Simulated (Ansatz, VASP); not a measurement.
SrCl2: VASP beside Ansatz

```
Sr Cl
1.0
    -2.11445    2.11445    4.90351
     2.11445   -2.11445    4.90351
     2.11445    2.11445   -4.90351
Sr Cl
1 2
Direct
  0.25000 0.75000 0.50000
  0.50000 0.50000 0.00000
  0.75000 0.25000 0.50000
```

Alike in both runs: functional PBE; k mesh 4 × 4 × 4; occupations gaussian, width 0.15 eV; no spin polarisation.

Ansatz relaxed the structure, and its values are those at the end. VASP's run is a single point on that final structure, the one shown.

|  | VASP | Ansatz |
| --- | --- | --- |
| version | VASP 6.6.1 | Ansatz 0.2.0 |
| potentials or method | VASP PAW PBE potentials, release 64 (Sr_sv, Cl), cutoff 500 eV | scalar-relativistic, plane waves, PAW |
| valence electrons in the cell | 24 | 24 |

```tsv
	VASP	Ansatz	Ansatz less VASP
gap on the k mesh at the Fermi level (eV)	3.30	3.31	+0.003
least direct gap on the mesh (eV)	3.79	3.80	+0.006
pressure (GPa)	0.1	0.1	-0.03
```

The k mesh is coarse, so the values compare programs but aren't converged.
